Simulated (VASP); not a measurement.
LiF:

```
Li F
1.0
     0.00459    1.99487    1.99487
     1.99487    0.00459    1.99487
     1.99946    1.99946    0.00000
Li F
1 1
Direct
  0.00000 0.00000 0.00000
  0.50000 0.50000 0.50000
```

This cell differs from its parent crystal: shear xy strain +0.5%.

Base run:

```yaml
Program: VASP 6.6.1
Functional: r2SCAN
Potentials_or_basis: VASP PAW PBE potentials, release 64 (Li_sv, F)
Cutoff: 520 eV
k_mesh: 10 × 10 × 10
Occupations: gaussian, width 0.01 eV
Spin: no spin polarisation
```

Its results: band gap on the k mesh 10.54 eV.

Q: The run is repeated on the same cell with these changes: functional from r2SCAN to PBE; occupations from gaussian, width 0.01 eV to fermi-dirac, width 0.02 eV. What comes out?

A: Band gap on the k mesh 9.34 eV.

A k mesh can miss the band edges.
